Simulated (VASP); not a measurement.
# Te2Mo (P6_3/mmc) in VASP: notebook

Runs on Te2Mo. Level: LDA. Tasks: single point.

All numbers are computed with VASP 6.6.1; they aren't measurements. Logs are shortened: lines on timing, memory, paths and dates and some standing lists are left out, and cuts for length are marked.

### Step 1. The cell of the first run

It takes space group P6_3/mmc (No. 194, hexagonal). The conventional cell has a = 3.473 Å, b = 3.473 Å, c = 13.769 Å, α = 90.00°, β = 90.00°, γ = 120.00°. Te (site symmetry 3m) has 3 Mo at 2.69 Å and 6 Te at 3.47 Å within 3.5 Å. Mo (site symmetry -6m2) has 6 Te at 2.69 Å and 6 Mo at 3.47 Å within 3.5 Å.

### Step 2. Single point, LDA

INCAR

```
PREC = Accurate ; ENCUT = 520
EDIFF = 1E-6 ; ISMEAR = 0
SIGMA = 0.02 ; LREAL = F
LASPH = T ; NELM = 100
ALGO = Normal ; ISIF = 2
LWAVE = F ; LCHARG = F
GGA = CA ; NBANDS = 35
```

KPOINTS

```
Automatic mesh
0
Gamma
  12 12 2
```

POSCAR

```
Te2Mo
1.0
    3.4728896620      0.0000000000      0.0000000000
   -1.7364448310      3.0076106718      0.0000000000
    0.0000000000      0.0000000000     13.7686842007
Te Mo
4 2
Direct
    0.3333333333      0.6666666667      0.6195394942
    0.6666666667      0.3333333333      0.1195394942
    0.6666666667      0.3333333333      0.3804605058
    0.3333333333      0.6666666667      0.8804605058
    0.3333333333      0.6666666667      0.2500000000
    0.6666666667      0.3333333333      0.7500000000
```

Potentials or basis: VASP PAW LDA potentials, release 64 (Te, Mo_sv).

The run is started by

```sh
cat potpaw_LDA.64/Te/POTCAR potpaw_LDA.64/Mo_sv/POTCAR > POTCAR
mpirun -np 1 vasp_std > vasp.out
```

OUTCAR:

```text
PREC = Accurate
   ENCUT = 520
   EDIFF = 1E-6
   ISMEAR = 0
   LREAL = F
   LASPH = T
   NELM = 100
   ISIF = 2
   GGA = CA

 ion  position               nearest neighbor table
   1  0.333  0.667  0.620-   6 2.69   6 2.69   6 2.69   4 3.59
   2  0.667  0.333  0.120-   5 2.69   5 2.69   5 2.69   3 3.59
   3  0.667  0.333  0.380-   5 2.69   5 2.69   5 2.69   2 3.59
   4  0.333  0.667  0.880-   6 2.69   6 2.69   6 2.69   1 3.59
   5  0.333  0.667  0.250-   2 2.69   3 2.69   2 2.69   3 2.69   2 2.69   3 2.69
   6  0.667  0.333  0.750-   1 2.69   4 2.69   1 2.69   4 2.69   1 2.69   4 2.69

  LATTYP: Found a hexagonal cell.
 ALAT       =     3.4728896620
 C/A-ratio  =     3.9646189602

  Lattice vectors:

 A1 = (   3.4728896620,   0.0000000000,   0.0000000000)
 A2 = (  -1.7364448310,   3.0076106718,   0.0000000000)
 A3 = (   0.0000000000,   0.0000000000,  13.7686842007)

Analysis of symmetry for initial positions (statically):
=====================================================================
 Subroutine PRICEL returns:
 Original cell was already a primitive cell.

 Routine SETGRP: Setting up the symmetry group for a
 hexagonal supercell.

 Subroutine GETGRP returns: Found 24 space group operations
 (whereof 12 operations were pure point group operations)
 out of a pool of 24 trial point group operations.

The static configuration has the point symmetry D_3d.
 The point group associated with its full space group is D_6h.

Analysis of symmetry for dynamics (positions and initial velocities):
=====================================================================
 Subroutine PRICEL returns:
 Original cell was already a primitive cell.

 Routine SETGRP: Setting up the symmetry group for a
 hexagonal supercell.

 Subroutine GETGRP returns: Found 24 space group operations
 (whereof 12 operations were pure point group operations)
 out of a pool of 24 trial point group operations.

The dynamic configuration has the point symmetry D_3d.
 The point group associated with its full space group is D_6h.

 Subroutine INISYM returns: Found 24 space group operations
 (whereof 12 operations are pure point group operations),
 and found     1 'primitive' translations

----------------------------------------------------------------------------------------

                                     Primitive cell

  volume of cell :     143.8153

  direct lattice vectors                    reciprocal lattice vectors
     3.472889662  0.000000000  0.000000000     0.287944651  0.166244921  0.000000000
    -1.736444831  3.007610672  0.000000000     0.000000000  0.332489843  0.000000000
     0.000000000  0.000000000 13.768684201     0.000000000  0.000000000  0.072628581

  length of vectors
     3.472889662  3.472889662 13.768684201     0.332489843  0.332489843  0.072628581

  position of ions in fractional coordinates (direct lattice)
     0.333333333  0.666666667  0.619539494
     0.666666667  0.333333333  0.119539494
     0.666666667  0.333333333  0.380460506
     0.333333333  0.666666667  0.880460506
     0.333333333  0.666666667  0.250000000
     0.666666667  0.333333333  0.750000000

  ion indices of the primitive-cell ions
   primitive index   ion index
                 1           1
                 2           2
                 3           3
                 4           4
                 5           5
                 6           6

----------------------------------------------------------------------------------------

 KPOINTS: Automatic mesh

Automatic generation of k-mesh.
 Grid dimensions read from file:
 generate k-points for:   12   12    2

 Generating k-lattice:

  Cartesian coordinates                     Fractional coordinates (reciprocal lattice)
     0.023995388  0.013853743  0.000000000     0.083333333  0.000000000  0.000000000
     0.000000000  0.027707487  0.000000000     0.000000000  0.083333333  0.000000000
     0.000000000  0.000000000  0.036314291     0.000000000  0.000000000  0.500000000

  Length of vectors
     0.027707487  0.027707487  0.036314291

  Shift w.r.t. Gamma in fractional coordinates (k-lattice)
     0.000000000  0.000000000  0.000000000

 Subroutine IBZKPT returns following result:
 ===========================================

 Found     38 irreducible k-points:

 Following reciprocal coordinates:
            Coordinates               Weight
  0.000000  0.000000  0.000000      1.000000
  0.083333  0.000000  0.000000      6.000000
  0.166667  0.000000  0.000000      6.000000
  0.250000  0.000000  0.000000      6.000000
  0.333333  0.000000  0.000000      6.000000
  0.416667  0.000000  0.000000      6.000000
[... 16 lines left out ...]
  0.250000  0.000000  0.500000      6.000000
  0.333333  0.000000  0.500000      6.000000
 [... further k-points ...]
   k-points           NKPTS =     38   k-points in BZ     NKDIM =     38   number of bands    NBANDS=     35
   number of dos      NEDOS =    301   number of ions     NIONS =      6
   total plane-waves  NPLWV =  84672
   dimension x,y,z NGX =    28 NGY =   28 NGZ =  108
   dimension x,y,z NGXF=    56 NGYF=   56 NGZF=  216
   ions per type =               4   2
   NGX,Y,Z   is equivalent  to a cutoff of  13.40, 13.40, 13.04 a.u.
   NGXF,Y,Z  is equivalent  to a cutoff of  26.81, 26.81, 26.08 a.u.
 SYSTEM =  unknown system
   PREC   = accura    normal or accurate (medium, high low for compatibility)
   ISTART =      0    job   : 0-new  1-cont  2-samecut
   ICHARG =      2    charge: 1-file 2-atom 10-const
   ISPIN  =      1    spin polarized calculation?
   LNONCOLLINEAR =      F non collinear calculations
   LSORBIT =      F    spin-orbit coupling
   LASPH  =      T    aspherical Exc in radial PAW
   ENCUT  =  520.0 eV  38.22 Ry    6.18 a.u.   6.46  6.46 25.60*2*pi/ulx,y,z
   NELM   =    100;   NELMIN=  2; NELMDL= -5     # of ELM steps
   EDIFF  = 0.1E-05   stopping-criterion for ELM
   LREAL  =      F    real-space projection
   EDIFFG = 0.1E-04   stopping-criterion for IOM
   NSW    =      0    number of steps for IOM
   IBRION =     -1    ionic relax: 0-MD 1-quasi-New 2-CG
   NFREE  =      0    steps in history (QN), initial steepest desc. (CG)
   ISIF   =      2    stress and relaxation
   ISYM   =      2    0-nonsym 1-usesym 2-fastsym
   POTIM  = 0.5000    time-step for ionic-motion
   TEBEG  =    0.0;   TEEND  =   0.0 temperature during run
   PSTRESS=    0.0 pullay stress
   NELECT =      52.0000    total number of electrons
   NUPDOWN=      -1.0000    fix difference up-down
   EMIN   =  10.00;   EMAX   =-10.00  energy-range for DOS
   EFERMI =   0.00;   METHOD = LEGACY
   ISMEAR =     0;   SIGMA  =   0.02  broadening in eV -4-tet -1-fermi 0-gaus
   EFERMI_NEDOS =   21; number of points for ismear=-14 and -15
   IALGO  =     38    algorithm
   IMIX   =      4    mixing-type and parameters
     AMIX     =   0.40;   BMIX     =  1.00
     AMIX_MAG =   1.60;   BMIX_MAG =  1.00
  volume/ion in A,a.u.               =      23.97       161.75
  Fermi-wavevector in a.u.,A,eV,Ry     =   1.166293  2.203974 18.507174  1.360239
  Thomas-Fermi vector in A             =   2.302808
   LORBIT       =      0    0 simple, 1 ext, 2 COOP (PROOUT), +10 PAW based schemes
   GGA     = CA    functional components
   LHFCALC =     F    Hartree Fock is set to
   AEXX    =    0.0000 exact exchange contribution
   IVDW    =     0    specifies the selected vdW correction
   LEPSILON=     F    determine dielectric tensor
   LRPA    =     F    only Hartree local field effects (RPA)
 non-spin polarized calculation
 Gauss-broadening in eV      SIGMA  =   0.02
  energy-cutoff  :      520.00
  volume of cell :      143.82
 maximum number of plane-waves:      3915
 NGX is ok and might be reduce to    28
   NGX = 13   NGY = 13   NGZ = 51

 number of electron      51.9999998 magnetization

 Free energy of the ion-electron system (eV)
  ---------------------------------------------------
  ext. energy  EPLUGINS =         0.00000000
  ---------------------------------------------------
  free energy    TOTEN  =       -41.26376860 eV

  energy without entropy =      -41.26376860  energy(sigma->0) =      -41.26376860

 E-fermi :   8.6573     XC(G=0): -10.8564

 val. band max:        8.5753957295   @ k =   0.0000   0.0000   0.0000
 cond. band min:       9.2593492512   @ k =   0.2500   0.1667   0.0000
 fundamental gap:      0.6839535217
 Fermi energy:         8.6573085427

 k-point     1 :       0.0000    0.0000    0.0000
  band No.  band energies     occupation
      1     -51.8760      2.00000
      2     -51.8760      2.00000
      3     -26.2652      2.00000
      4     -26.2652      2.00000
      5     -26.0963      2.00000
      6     -26.0963      2.00000
[... 27 lines left out ...]
     34      12.1142      0.00000
     35      14.4662      0.00000

 k-point     2 :       0.0833    0.0000    0.0000
  band No.  band energies     occupation
      1     -51.8752      2.00000
      2     -51.8752      2.00000
      3     -26.2628      2.00000
      4     -26.2628      2.00000
      5     -26.1068      2.00000
      6     -26.1068      2.00000
[... 27 lines left out ...]
     34      11.9133      0.00000
     35      14.9230      0.00000

 k-point     3 :       0.1667    0.0000    0.0000
  band No.  band energies     occupation
      1     -51.8729      2.00000
      2     -51.8729      2.00000
      3     -26.2563      2.00000
      4     -26.2563      2.00000
      5     -26.1354      2.00000
      6     -26.1354      2.00000
[... 27 lines left out ...]
     34      12.1088      0.00000
     35      15.0612      0.00000

 k-point     4 :       0.2500    0.0000    0.0000
  band No.  band energies     occupation
      1     -51.8699      2.00000
      2     -51.8699      2.00000
      3     -26.2474      2.00000
      4     -26.2474      2.00000
      5     -26.1743      2.00000
      6     -26.1743      2.00000
[... 27 lines left out ...]
     34      12.3387      0.00000
     35      14.7904      0.00000

 k-point     5 :       0.3333    0.0000    0.0000
  band No.  band energies     occupation
      1     -51.8668      2.00000
      2     -51.8668      2.00000
      3     -26.2385      2.00000
      4     -26.2385      2.00000
      5     -26.2129      2.00000
      6     -26.2129      2.00000
[... 638 lines left out ...]
 k-point    22 :       0.1667    0.0000    0.5000
  band No.  band energies     occupation
      1     -51.8729      2.00000
      2     -51.8729      2.00000
      3     -26.2563      2.00000
      4     -26.2563      2.00000
      5     -26.1354      2.00000
      6     -26.1354      2.00000
[... 27 lines left out ...]
     34      11.9670      0.00000
     35      15.4720      0.00000

 k-point    23 :       0.2500    0.0000    0.5000
  band No.  band energies     occupation
      1     -51.8699      2.00000
      2     -51.8699      2.00000
      3     -26.2474      2.00000
      4     -26.2474      2.00000
      5     -26.1743      2.00000
      6     -26.1743      2.00000
[... 27 lines left out ...]
     34      12.1023      0.00000
     35      14.6668      0.00000

 k-point    24 :       0.3333    0.0000    0.5000
  band No.  band energies     occupation
      1     -51.8668      2.00000
      2     -51.8668      2.00000
      3     -26.2385      2.00000
      4     -26.2385      2.00000
      5     -26.2129      2.00000
      6     -26.2129      2.00000
[... 27 lines left out ...]
     34      12.1758      0.00000
     35      13.7630      0.00000

 [... further k-points ...]
[... 5 lines left out ...]
  --------------------------------------------------------------------------------------
  -------------------------------------------------------------------------------------
  Total        0.1825787      0.1825787      0.3405036      0.0000000      0.0000000     -0.0000000
  in kB        2.0340220      2.0340220      3.7933874      0.0000000      0.0000000     -0.0000000
  external PRESSURE =       2.6204771 kB  Pullay stress =       0.0000000 kB

 VOLUME and BASIS-vectors are now :
 -----------------------------------------------------------------------------
  energy-cutoff  :      520.00
  volume of cell :      143.82
      direct lattice vectors                 reciprocal lattice vectors
     3.472889662  0.000000000  0.000000000     0.287944651  0.166244921  0.000000000
    -1.736444831  3.007610672  0.000000000     0.000000000  0.332489843  0.000000000
     0.000000000  0.000000000 13.768684201     0.000000000  0.000000000  0.072628581

 POSITION                                       TOTAL-FORCE (eV/Angst)
 -----------------------------------------------------------------------------------
     -0.00000      2.00507      8.53024         0.000000     -0.000000     -0.054457
      1.73644      1.00254      1.64590        -0.000000      0.000000     -0.054457
      1.73644      1.00254      5.23844        -0.000000      0.000000      0.054457
     -0.00000      2.00507     12.12278         0.000000     -0.000000      0.054457
     -0.00000      2.00507      3.44217        -0.000000     -0.000000     -0.000000
      1.73644      1.00254     10.32651         0.000000      0.000000     -0.000000
 -----------------------------------------------------------------------------------
    total drift:                               -0.000000      0.000000     -0.000000

  FREE ENERGIE OF THE ION-ELECTRON SYSTEM (eV)
  ---------------------------------------------------
  free  energy   TOTEN  =       -41.2637685976 eV

  energy  without entropy=      -41.2637685976  energy(sigma->0) =      -41.26376860
```

It took 6.4 min on 1 thread of AMD EPYC 7R13, shared host; peak memory 0.29 GiB.

Results:

```
Free energy            : -41.2638 eV
Pressure               : 0.3 GPa
Largest force          : 0.054 eV/Å
Band gap on the k mesh : 0.68 eV, indirect (least direct gap 1.10 eV)
```

Forces in eV/Å, atoms in the order of the input:
```
Te   0.000  0.000 -0.054
Te   0.000  0.000 -0.054
Te   0.000  0.000  0.054
Te   0.000  0.000  0.054
Mo   0.000  0.000  0.000
Mo   0.000  0.000  0.000
```

Stress tensor (GPa, compression positive):
```
0.20 0.00 0.00
0.00 0.20 0.00
0.00 0.00 0.38
```

Levels at points of the mesh, in eV from the valence-band top:
| k point | band 24 | band 25 | band 26 | band 27 | band 28 | band 29 |
| --- | --- | --- | --- | --- | --- | --- |
| (0.00, 0.00, 0.00) | -1.04 | -0.25 | 0.00 | 3.00 | 3.00 | 3.16 |
| (0.50, 0.00, 0.00) | -1.03 | -0.59 | -0.25 | 1.31 | 1.37 | 1.46 |
| (0.00, 0.00, 0.50) | -1.06 | -0.07 | -0.07 | 3.04 | 3.04 | 3.04 |
| (0.50, 0.00, 0.50) | -1.03 | -0.42 | -0.42 | 1.33 | 1.33 | 1.68 |

Caveat: spin-orbit coupling is left out, which moves the levels of the heavy elements. A k mesh can miss the band edges.

### Step 3. Single point, LDA

INCAR

```
SYSTEM = Te2Mo
PREC     = Accurate       ! precision mode
ENCUT    = 520            ! plane-wave cutoff, eV
EDIFF    = 1E-6           ! SCF threshold, eV
ISMEAR   = 0              ! smearing method
SIGMA    = 0.02           ! smearing width, eV
LREAL    = .False.        ! projectors in reciprocal space
LASPH    = .True.         ! aspherical terms in the spheres
NELM     = 60             ! most SCF steps
ALGO     = Normal         ! electronic algorithm
ISIF     = 2              ! what is computed and relaxed
LWAVE    = .False.        ! write WAVECAR
LCHARG   = .False.        ! write CHGCAR
NBANDS   = 35             ! bands
```

KPOINTS

```
Automatic mesh
0
Gamma
  12 12 2
  0 0 0
```

POSCAR is that of step 2.

Potentials or basis: VASP PAW LDA potentials, release 64 (Te, Mo_sv).

The run is started by

```sh
cat potpaw_LDA.64/Te/POTCAR potpaw_LDA.64/Mo_sv/POTCAR > POTCAR
mpirun -np 1 vasp_std > vasp.out
```

Run time: 6.8 min. Hardware: 1 thread of AMD EPYC 7R13, shared host; peak memory 0.29 GiB.

The run converged. Its results:

- Free energy: -41.2638 eV
- Pressure: 0.3 GPa
- Largest force: 0.054 eV/Å
- Band gap on the k mesh: 0.68 eV, indirect (least direct gap 1.10 eV)

Forces in eV/Å, atoms in the order of the input:
```
Te   0.000  0.000 -0.054
Te   0.000  0.000 -0.054
Te   0.000  0.000  0.054
Te   0.000  0.000  0.054
Mo   0.000  0.000  0.000
Mo   0.000  0.000  0.000
```

Stress tensor (GPa, compression positive):
```
0.20 0.00 0.00
0.00 0.20 0.00
0.00 0.00 0.38
```

Levels at points of the mesh, in eV from the valence-band top:
```csv
k point,band 24,band 25,band 26,band 27,band 28,band 29
"(0.00, 0.00, 0.00)",-1.04,-0.25,0.00,3.00,3.00,3.16
"(0.50, 0.00, 0.00)",-1.03,-0.59,-0.25,1.31,1.37,1.46
"(0.00, 0.00, 0.50)",-1.06,-0.07,-0.07,3.04,3.04,3.04
"(0.50, 0.00, 0.50)",-1.03,-0.42,-0.42,1.33,1.33,1.68
```

Caveat: spin-orbit coupling is left out, which moves the levels of the heavy elements.
